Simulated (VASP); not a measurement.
# C16O31 (a cell with a defect) in VASP: single point with PBE

Aim: the single point of C16O31 (a cell with a defect) with PBE.

All numbers are computed with VASP 6.6.1; they aren't measurements. Logs are shortened: lines on timing, memory, paths and dates and some standing lists are left out, and cuts for length are marked.

### 1 The cell of the first run

The cell holds a defect, 47 atoms: a = 10.183 Å, b = 10.183 Å, c = 10.183 Å, α = 120.29°, β = 120.29°, γ = 89.50°.

### 2 Single point, PBE

The input, INCAR:

```
SYSTEM = C16O31
ALGO = Normal
EDIFF = 1E-7
ENCUT = 520
GGA = PE
ISIF = 2
ISMEAR = -1
LASPH = .TRUE.
LCHARG = .TRUE.
LELF = .TRUE.
LREAL = Auto
LVHAR = .TRUE.
LWAVE = .FALSE.
NBANDS = 154
NELECT = 248.0
NELM = 100
PREC = Accurate
SIGMA = 0.01
```

The input, KPOINTS:

```
k-points
0
G
  2 2 3
  0 0 0
```

The input, POSCAR:

```
C16O31
1.0
   -5.0693110000      5.0693110000      7.2320250000
    5.0693110000     -5.0693110000      7.2320250000
    5.0693110000      5.0693110000     -7.2320250000
C O
16 31
Direct
    0.3771373016      0.8685289401      0.4992699482
    0.8741868636      0.3749519503      0.4997875555
    0.8831041990      0.8818672380      0.0104248938
    0.3724025904      0.3715073291     -0.0107210241
    0.6249096511      0.1255604460      0.4996161001
    0.1314204589      0.6227269341      0.5003127972
    0.1182298638      0.1167126726     -0.0111902464
    0.6287044041      0.6274089665      0.0107950945
    0.4697604041      0.5292359742      0.4995836330
    0.0018833522     -0.0018770900      0.4996242202
   -0.0000036436      0.4983240610     -0.0016568301
    0.5016870396     -0.0006515067      0.0008815665
    0.2561678957      0.2513956090      0.4998459012
    0.7488241546      0.7438728324      0.4999405984
    0.7508485221      0.2489335241      0.9996864318
    0.2505286513      0.7493734562      0.9997841102
    0.9204216509      0.0799128506      0.4996807277
    0.9192800021      0.5808325673      0.0003142247
    0.4194726504      0.0803538319     -0.0009129760
    0.8322553812      0.6641420948      0.4997345275
    0.3358908164      0.1679553044      0.4999222631
    0.3319317624      0.6675857382      0.9995926316
    0.8326951507      0.1675895017      0.9997439932
    0.5432150328      0.5413203772      0.8479008814
    0.0406682004      0.0398277806      0.8257301671
    0.0511274602      0.5416936846      0.3370917429
    0.5438069688      0.0446908650      0.3363977325
    0.4588485581      0.4573613248      0.1521380813
    0.9600314348      0.9595950756      0.1735176390
    0.9550183723      0.4564437054      0.6630001817
    0.4583872270      0.9486297156      0.6624833095
    0.1762244861      0.3346512705      0.4997550306
    0.6655668749      0.8238237695      0.5001223836
    0.6689831018      0.3302741232      0.9996058480
    0.1691215015      0.8311721482      0.9999803110
    0.5498336145      0.4512085117      0.4999368271
    0.0833083605      0.9163575474      0.4995507975
    0.0807244378      0.4158300118     -0.0035928582
    0.5839086286      0.9183431990      0.0026852796
    0.8065311264      0.8042116638      0.8475238159
    0.2861409578      0.2855941849      0.8262316109
    0.2958373383      0.7883071819      0.3360694567
    0.7930508358      0.2934111836      0.3365713951
    0.1956788260      0.1932411706      0.1516976408
    0.7142441225      0.7133647797      0.1738951804
    0.7060526933      0.2067411434      0.6628267997
    0.2118117172      0.7038338566      0.6635241040
```

Potentials or basis: VASP PAW PBE potentials, release 64 (C, O).

Command:

```
$ cat potpaw_PBE.64/C/POTCAR potpaw_PBE.64/O/POTCAR > POTCAR
$ mpirun -np 1 vasp_std > vasp.out
```

OUTCAR:

```text
SYSTEM = C16O31
   EDIFF = 1E-7
   ENCUT = 520
   GGA = PE
   ISIF = 2
   ISMEAR = -1
   LASPH = .TRUE.
   LREAL = Auto
   NELECT = 248.0
   NELM = 100
   PREC = Accurate

 ion  position               nearest neighbor table
   1  0.377  0.869  0.499-  42 1.17  31 1.17
   2  0.874  0.375  0.500-  30 1.17  43 1.17
   3  0.883  0.882  0.010-  40 1.17  29 1.17
   4  0.372  0.372  0.989-  28 1.17  41 1.17
   5  0.625  0.126  0.500-  46 1.17  27 1.17
   6  0.131  0.623  0.500-  47 1.17  26 1.17
   7  0.118  0.117  0.989-  44 1.17  25 1.17
   8  0.629  0.627  0.011-  24 1.17  45 1.17
   9  0.470  0.529  0.500-  36 1.13
  10  0.002  0.998  0.500-  37 1.17  17 1.17
  11  1.000  0.498  0.998-  38 1.17  18 1.17
  12  0.502  0.999  0.001-  19 1.17  39 1.17
  13  0.256  0.251  0.500-  21 1.17  32 1.17
  14  0.749  0.744  0.500-  20 1.17  33 1.17
  15  0.751  0.249  1.000-  23 1.17  34 1.17
  16  0.251  0.749  1.000-  22 1.17  35 1.17
  17  0.920  0.080  0.500-  10 1.17
[... 28 lines left out ...]
  46  0.706  0.207  0.663-   5 1.17
  47  0.212  0.704  0.664-   6 1.17

  LATTYP: Found a body centered tetragonal cell.
 ALAT       =    10.1386220000
 C/A-ratio  =     1.4266287864

  Lattice vectors:

 A1 = (  -5.0693110000,   5.0693110000,   7.2320250000)
 A2 = (   5.0693110000,  -5.0693110000,   7.2320250000)
 A3 = (   5.0693110000,   5.0693110000,  -7.2320250000)

Analysis of symmetry for initial positions (statically):
=====================================================================
 Subroutine PRICEL returns:
 Original cell was already a primitive cell.

 Routine SETGRP: Setting up the symmetry group for a
 body centered tetragonal supercell.

 Subroutine GETGRP returns: Found  1 space group operations
 (whereof  1 operations were pure point group operations)
 out of a pool of 16 trial point group operations.

The static configuration has the point symmetry C_1 .

Analysis of symmetry for dynamics (positions and initial velocities):
=====================================================================
 Subroutine PRICEL returns:
 Original cell was already a primitive cell.

 Routine SETGRP: Setting up the symmetry group for a
 body centered tetragonal supercell.
[... 199 lines left out ...]
   NELM   =    100;   NELMIN=  2; NELMDL= -5     # of ELM steps
   EDIFF  = 0.1E-06   stopping-criterion for ELM
   LREAL  =      T    real-space projection
   EDIFFG = 0.1E-05   stopping-criterion for IOM
   NSW    =      0    number of steps for IOM
   IBRION =     -1    ionic relax: 0-MD 1-quasi-New 2-CG
   NFREE  =      0    steps in history (QN), initial steepest desc. (CG)
   ISIF   =      2    stress and relaxation
   ISYM   =      2    0-nonsym 1-usesym 2-fastsym
   POTIM  = 0.5000    time-step for ionic-motion
   TEBEG  =    0.0;   TEEND  =   0.0 temperature during run
   PSTRESS=    0.0 pullay stress
   NELECT =     248.0000    total number of electrons
   NUPDOWN=      -1.0000    fix difference up-down
   EMIN   =  10.00;   EMAX   =-10.00  energy-range for DOS
   EFERMI =   0.00;   METHOD = LEGACY
   ISMEAR =    -1;   SIGMA  =   0.01  broadening in eV -4-tet -1-fermi 0-gaus
   EFERMI_NEDOS =   21; number of points for ismear=-14 and -15
   IALGO  =     38    algorithm
   IMIX   =      4    mixing-type and parameters
     AMIX     =   0.40;   BMIX     =  1.00
     AMIX_MAG =   1.60;   BMIX_MAG =  1.00
  volume/ion in A,a.u.               =      15.82       106.74
  Fermi-wavevector in a.u.,A,eV,Ry     =   1.135410  2.145614 17.540037  1.289156
  Thomas-Fermi vector in A             =   2.272115
   LORBIT       =      0    0 simple, 1 ext, 2 COOP (PROOUT), +10 PAW based schemes
   GGA     = PE    functional components
   LHFCALC =     F    Hartree Fock is set to
   AEXX    =    0.0000 exact exchange contribution
   IVDW    =     0    specifies the selected vdW correction
   LEPSILON=     F    determine dielectric tensor
   LRPA    =     F    only Hartree local field effects (RPA)
 non-spin polarized calculation
  energy-cutoff  :      520.00
  volume of cell :      743.39
 maximum number of plane-waves:     20054
 NGX is ok and might be reduce to    80
   NGX = 37   NGY = 37   NGZ = 37

 number of electron     247.9999993 magnetization

 Free energy of the ion-electron system (eV)
  ---------------------------------------------------
  ext. energy  EPLUGINS =         0.00000000
  ---------------------------------------------------
  free energy    TOTEN  =      -351.82963443 eV

  energy without entropy =     -351.81441358  energy(sigma->0) =     -351.82202400

 E-fermi :  -4.2231     XC(G=0):  -7.5082

 val. band max:       -4.2283269539   @ k =   0.5000   0.5000   0.3333
 cond. band min:      -4.2226308567   @ k =  -0.0000   0.5000   0.0000
 fundamental gap:      0.0056960972
 Fermi energy:        -4.2231341818

 k-point     1 :       0.0000    0.0000    0.0000
  band No.  band energies     occupation
      1     -24.7484      2.00000
      2     -24.6422      2.00000
      3     -24.6296      2.00000
      4     -24.6276      2.00000
      5     -24.6260      2.00000
      6     -24.6248      2.00000
[... 1101 lines left out ...]
    135       3.9075      0.00000
    136       3.9113      0.00000
 [bands above 136 left out]

------------------------ aborting loop because EDIFF is reached ----------------------------------------

  FORCE on cell =-STRESS in cart. coord.  units (eV):
  Direction    XX          YY          ZZ          XY          YZ          ZX
  --------------------------------------------------------------------------------------
  -------------------------------------------------------------------------------------
  Total        3.5628784      3.5631631     -5.5366531      0.5792864     -0.0079294     -0.0274015
  in kB        7.6788079      7.6794215    -11.9327382      1.2484931     -0.0170895     -0.0590565
  external PRESSURE =       1.1418304 kB  Pullay stress =       0.0000000 kB

 VOLUME and BASIS-vectors are now :
 -----------------------------------------------------------------------------
  energy-cutoff  :      520.00
  volume of cell :      743.39
      direct lattice vectors                 reciprocal lattice vectors
    -5.069311000  5.069311000  7.232025000     0.000000000  0.098632733  0.069136929
     5.069311000 -5.069311000  7.232025000     0.098632733  0.000000000  0.069136929
     5.069311000  5.069311000 -7.232025000     0.098632733  0.098632733  0.000000000

 POSITION                                       TOTAL-FORCE (eV/Angst)
 -----------------------------------------------------------------------------------
      5.02197      0.03994      5.39796        -0.001602      0.001338      0.008522
      0.00280      5.06436      5.41933        -0.005992      0.004249      0.006926
      0.04658      0.05912     12.68892         0.006708      0.003483     -0.011581
      5.01042      5.01950     -1.77452        -0.000534     -0.001483     -0.009518
      0.00135      5.06407      1.81418        -0.007252      0.001209     -0.007693
      5.02683      0.04566      1.83574        -0.000815      0.000097     -0.008736
[... 39 lines left out ...]
      0.82891      5.89124      1.80777         0.447380      0.452806     -0.000258
      5.85782      0.86940      1.82335         0.446445      0.446264     -0.005533
 -----------------------------------------------------------------------------------
    total drift:                                0.016831     -0.006177      0.008795

  FREE ENERGIE OF THE ION-ELECTRON SYSTEM (eV)
  ---------------------------------------------------
  free  energy   TOTEN  =      -351.8296344255 eV

  energy  without entropy=     -351.8144135796  energy(sigma->0) =     -351.82202400
```

OSZICAR:

```text
N       E                     dE             d eps       ncg     rms          rms(c)
DAV:   1     0.180690878540E+04    0.18069E+04   -0.12959E+05  2512   0.145E+03
DAV:   2    -0.213676849549E+03   -0.20206E+04   -0.19863E+04  3024   0.354E+02
DAV:   3    -0.370808047353E+03   -0.15713E+03   -0.15535E+03  2752   0.104E+02
DAV:   4    -0.374223604310E+03   -0.34156E+01   -0.34042E+01  3272   0.153E+01
[... 23 lines left out ...]
DAV:  28    -0.351829634908E+03   -0.14403E-05   -0.25909E-05  2976   0.123E-02    0.113E-02
DAV:  29    -0.351829640519E+03   -0.56111E-05   -0.26325E-05  3136   0.760E-03    0.357E-02
DAV:  30    -0.351829634306E+03    0.62126E-05   -0.13225E-05  2904   0.460E-03    0.831E-03
DAV:  31    -0.351829634411E+03   -0.10515E-06   -0.53573E-07  2400   0.242E-03    0.580E-03
DAV:  32    -0.351829634426E+03   -0.14101E-07   -0.25725E-07  2056   0.183E-03
   1 F= -.35182963E+03 E0= -.35182202E+03  d E =-.152208E-01
```

stdout:

```text
POSCAR found type information on POSCAR C O
 POSCAR found :  2 types and      47 ions
 scaLAPACK will be used
 LDA part: xc-table for (Slater+PW92), standard interpolation
 -----------------------------------------------------------------------------
|                                                                             |
[... 14 lines left out ...]
|                                                                             |
 -----------------------------------------------------------------------------

 POSCAR, INCAR and KPOINTS ok, starting setup
 FFT: planning ... GRIDC
 FFT: planning ... GRID_SOFT
 FFT: planning ... GRID
 WAVECAR not read
 entering main loop
 the old and the new charge density differ
 old charge density:   250.00000 new  248.00000
    0.382E+01
```

It took 67 min on 1 thread of Intel Xeon 6975P-C (Granite Rapids), shared host; peak memory 1.2 GiB.

Results:

| Quantity | Value |
| --- | --- |
| Free energy | -351.8296 eV |
| Largest force | 0.965 eV/Å |

Forces on the atoms (eV/Å):
```
C   -0.002  0.001  0.009
C   -0.006  0.004  0.007
C    0.007  0.003 -0.012
C   -0.001 -0.001 -0.010
C   -0.007  0.001 -0.008
C   -0.001  0.000 -0.009
C   -0.005 -0.009  0.009
C    0.010  0.006  0.012
C    0.680 -0.681 -0.007
C   -0.001 -0.001  0.002
C    0.006 -0.003  0.000
C    0.000  0.002  0.000
C   -0.002 -0.001  0.008
C    0.004 -0.006 -0.007
C    0.005 -0.004 -0.001
C    0.007 -0.006 -0.001
O    0.449 -0.450  0.000
O    0.457 -0.448 -0.001
O    0.445 -0.458  0.002
O   -0.450  0.449  0.014
O   -0.450  0.451 -0.017
O   -0.451  0.452  0.000
O   -0.452  0.453  0.001
O   -0.453 -0.447 -0.039
O   -0.440 -0.442  0.025
O   -0.449 -0.446  0.007
O   -0.448 -0.450  0.008
O    0.446  0.448  0.040
O    0.443  0.439 -0.025
O    0.455  0.449 -0.007
O    0.450  0.454 -0.008
O    0.453 -0.452  0.013
O    0.447 -0.446 -0.012
O    0.455 -0.453 -0.001
O    0.453 -0.453  0.000
O   -0.681  0.683  0.005
O   -0.456  0.455  0.001
O   -0.457  0.447  0.002
O   -0.445  0.457 -0.001
O   -0.451 -0.444  0.039
O   -0.444 -0.446 -0.028
O   -0.451 -0.451  0.006
O   -0.449 -0.445  0.000
O    0.445  0.452 -0.036
O    0.440  0.437  0.025
O    0.447  0.453  0.000
O    0.446  0.446 -0.006
```

Caveat: the k points lie up to 0.38 Å⁻¹ apart; the cell carries a net charge on a neutralising background, which shifts energy and pressure; the cell is charged against a uniform background, so pressure and absolute levels hang on convention.
